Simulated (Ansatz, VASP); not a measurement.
**Ni in VASP and in Ansatz**

```
Ni
1.0
     0.00000    1.73757    1.73757
     1.73757    0.00000    1.73757
     1.73757    1.73757    0.00000
Ni
1
Direct
  0.00000 0.00000 0.00000
```

Alike in both runs: task relaxation of cell and atoms; functional PBE; k mesh 13 × 13 × 13; occupations fermi-dirac, width 0.05 eV; collinear spin, ferromagnetic start.

|  | VASP | Ansatz |
| --- | --- | --- |
| version | VASP 6.6.1 | Ansatz 0.2.0 |
| potentials or method | VASP PAW PBE potentials, release 64 (Ni) | Ansatz PAW |
| plane-wave cutoff (eV) | 580 | 420 |
| valence electrons in the cell | 10 | 18 |

Ansatz gave:

| Property | Result |
| --- | --- |
| net moment per atom (μB) | 0.63 |
| size of the moment on the site where the two differ most (μB) | 0.67 |
| relaxed volume (Å³/atom) | 10.89 |
| relaxed cell length with the largest relative difference (Å) | 2.488 |

**Question.** What did VASP give for the same quantities?

**Answer.** net moment per atom (μB): 0.63; size of the moment on the site where the two differ most (μB): 0.64; relaxed volume (Å³/atom): 10.88; relaxed cell length with the largest relative difference (Å): 2.487.

Site moments also hang on the region over which each program counts them. VASP's potentials hold 10 valence electrons a cell and Ansatz's 18, so a difference there can come from the potentials and not from the codes.

Noted on Ansatz's run: the plane-wave basis is chosen anew once the cell has moved, so the energies of steps on either side of that aren't comparable.
